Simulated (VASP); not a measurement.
# CsPbI2Br: single point with PBE

The system is CsPbI2Br.

```xyz
5
Lattice="6.3753 0.0000 0.0000 0.0000 6.3753 0.0000 0.0000 0.0000 5.9622" Properties=species:S:1:pos:R:3 pbc="T T T"
Cs    3.1876    3.1876    2.9811
Pb    0.0000    0.0000    0.0000
I     0.0000    3.1876    0.0000
I     3.1876    0.0000    0.0000
Br    0.0000    0.0000    2.9811
```

| Property | Result |
| --- | --- |
| Program | VASP 6.6.1 |
| Task | single point |
| Functional | PBE |
| Potentials or basis | VASP PAW PBE potentials, release 64 (Cs_sv, Pb_d, I, Br) |
| Cutoff | 520 eV |
| k mesh | 4 × 4 × 4 |
| Occupations | gaussian, width 0.01 eV |
| Spin | no spin polarisation |

| Property | Result |
| --- | --- |
| Pressure | 0.3 GPa |
| Band gap on the k mesh | 1.46 eV, direct |

Stress tensor (GPa, compression positive):
```
0.36 0.00 0.00
0.00 0.36 0.00
0.00 0.00 0.26
```

Levels at points of the mesh, in eV from the valence-band top:
| k point | band 18 | band 19 | band 20 | band 21 | band 22 | band 23 | band 24 | band 25 | band 26 | band 27 |
| --- | --- | --- | --- | --- | --- | --- | --- | --- | --- | --- |
| (0.00, 0.00, 0.00) | -1.58 | -1.32 | -1.31 | -1.28 | -1.28 | 3.14 | 4.02 | 4.43 | 4.62 | 4.81 |
| (0.50, 0.00, 0.00) | -1.56 | -1.55 | -1.47 | -1.37 | -0.94 | 2.24 | 4.41 | 4.97 | 4.98 | 5.12 |
| (0.50, 0.50, 0.00) | -1.54 | -1.54 | -1.42 | -0.89 | -0.50 | 1.90 | 1.90 | 4.77 | 5.29 | 5.48 |
| (0.00, 0.00, 0.50) | -1.83 | -1.51 | -1.36 | -1.36 | -1.17 | 2.55 | 4.87 | 4.88 | 5.18 | 5.18 |
| (0.50, 0.00, 0.50) | -1.68 | -1.66 | -1.64 | -1.04 | -0.50 | 1.88 | 2.14 | 4.82 | 5.11 | 5.28 |
| (0.50, 0.50, 0.50) | -1.41 | -1.01 | -1.01 | -0.86 | 0.00 | 1.46 | 1.46 | 1.64 | 4.16 | 5.03 |

It took 95 s on 1 thread of Intel(R) Xeon(R) Platinum 8488C (Sapphire Rapids), with other jobs on the host, peak memory 0.41 GiB.

Caveat: spin-orbit coupling is left out, which moves the levels of the heavy elements. Expect the measured gap to be larger: semilocal functionals such as PBE lack the derivative discontinuity.
